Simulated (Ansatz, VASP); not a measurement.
**Ta in VASP and in Ansatz**

INCAR

```
ALGO     = Normal         # electronic algorithm
EDIFF    = 1E-7           # SCF threshold, eV
ENCUT    = 520            # plane-wave cutoff, eV
GGA      = PE             # functional
ISIF     = 2              # what is computed and relaxed
ISMEAR   = -1             # smearing method
LASPH    = True           # aspherical terms in the spheres
LCHARG   = False          # write CHGCAR
LREAL    = False          # projectors in reciprocal space
LWAVE    = False          # write WAVECAR
NBANDS   = 12             # bands
NELM     = 80             # most SCF steps
PREC     = Accurate       # precision mode
SIGMA    = 0.06           # smearing width, eV
```

Contents of KPOINTS:

```
k-points
0
Gamma
  4 4 4
```

The input POSCAR:

```
Ta
1.0
   -1.6512800000      1.6512800000      1.6512800000
    1.6512800000     -1.6512800000      1.6512800000
    1.6512800000      1.6512800000     -1.6512800000
Ta
1
Direct
    0.0000000000      0.0000000000      0.0000000000
```

File input.yaml:

```yaml
crystal:
  lattice:
    - [-1.65128, 1.65128, 1.65128]
    - [1.65128, -1.65128, 1.65128]
    - [1.65128, 1.65128, -1.65128]
  atoms:
    - { symbol: Ta, position: [0.0, 0.0, 0.0] }
kpoints:
  mp_grid: { grid: [4, 4, 4] }
scf:
  occupations: { method: fermi_dirac, width: 0.06 }
hamiltonian:
  xc: pbe
  pseudopotentials: { kind: all_electron, lapw: { basis_error: 0.002 } }
output:
  forces: true
  stress: true
  eigenvalues: true
```

Alike in both runs: task single point; functional PBE; k mesh 4 × 4 × 4; occupations fermi-dirac, width 0.06 eV; no spin polarisation.

|  | VASP | Ansatz |
| --- | --- | --- |
| version | VASP 6.6.1 | Ansatz 0.2.0 |
| potentials or method | VASP PAW PBE potentials, release 64 (Ta_pv), cutoff 520 eV | all-electron LAPW, scalar-relativistic |

Ansatz gave:

* gap on the k mesh at the Fermi level (eV): none
* pressure (GPa): 3.1

Task: Which values does VASP return?

Result: gap on the k mesh at the Fermi level (eV): none; pressure (GPa): 3.3.

A gap of «none» marks a metal or a gap that the smearing closes. Ansatz ran all-electron here, and VASP with PAW potentials.

The k mesh is coarse, so the values compare programs but aren't converged. Spin-orbit coupling is off throughout. Noted on Ansatz's run: the k mesh is thin for a metal, which can move the energy by tens of meV per atom.
